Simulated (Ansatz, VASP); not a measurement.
Si2W in VASP and in Ansatz

File INCAR:

```
SYSTEM = Si2W
PREC = Accurate ; ENCUT = 520
EDIFF = 1E-6 ; ISMEAR = 0
SIGMA = 0.1 ; LREAL = .FALSE.
LASPH = .TRUE. ; NELM = 80
ALGO = Normal ; ISIF = 2
LWAVE = .FALSE. ; LCHARG = .TRUE.
GGA = PE ; LELF = .TRUE.
LVHAR = .TRUE. ; NBANDS = 18
```

Contents of KPOINTS:

```
regular mesh
0
G
  18 18 18
  0 0 0
```

Contents of POSCAR:

```
Si2W
1.0
   -1.5574345600      1.5574345600      3.9390544000
    1.5574345600     -1.5574345600      3.9390544000
    1.5574345600      1.5574345600     -3.9390544000
Si W
2 1
Direct
    0.3376627343      0.3376627343      0.0000000000
    0.6623372657      0.6623372657      0.0000000000
    0.0000000000      0.0000000000      0.0000000000
```

Input for Ansatz:

```yaml
crystal:
  lattice:
    - [-1.55743456, 1.55743456, 3.9390544]
    - [1.55743456, -1.55743456, 3.9390544]
    - [1.55743456, 1.55743456, -3.9390544]
  atoms:
    - { symbol: Si, position: [0.3376627343, 0.3376627343, 0.0] }
    - { symbol: Si, position: [0.6623372657, 0.6623372657, 0.0] }
    - { symbol: W, position: [0.0, 0.0, 0.0] }
basis:
  ecutwfc: 420
kpoints:
  mp_grid: { grid: [18, 18, 18] }
hamiltonian:
  xc: pbe
scf:
  occupations: { method: gaussian, width: 0.1 }
output:
  forces: true
  stress: true
  eigenvalues: true
  populations: true
```

Alike in both runs: task single point; functional PBE; k mesh 18 × 18 × 18; occupations gaussian, width 0.1 eV; no spin polarisation.

```csv
,VASP,Ansatz
version,VASP 6.6.1,Ansatz 0.2.0
potentials or method,"VASP PAW PBE potentials, release 64 (Si, W_sv), cutoff 520 eV","scalar-relativistic, plane waves, PAW"
valence electrons in the cell,22,22
```

```csv
,VASP,Ansatz,Ansatz less VASP
gap on the k mesh at the Fermi level (eV),none,none,-
pressure (GPa),18.7,18.5,-0.14
"traceless stress, the component that is largest in VASP (GPa)",-9.96,-9.86,+0.097
rms of the force components (eV/Å),0.356,0.353,-0.0028
```

Atom by atom the forces differ by 0.003 eV/Å (rms over components). A gap of «none» marks a metal or a gap that the smearing closes.

Neither program's run includes spin-orbit coupling.
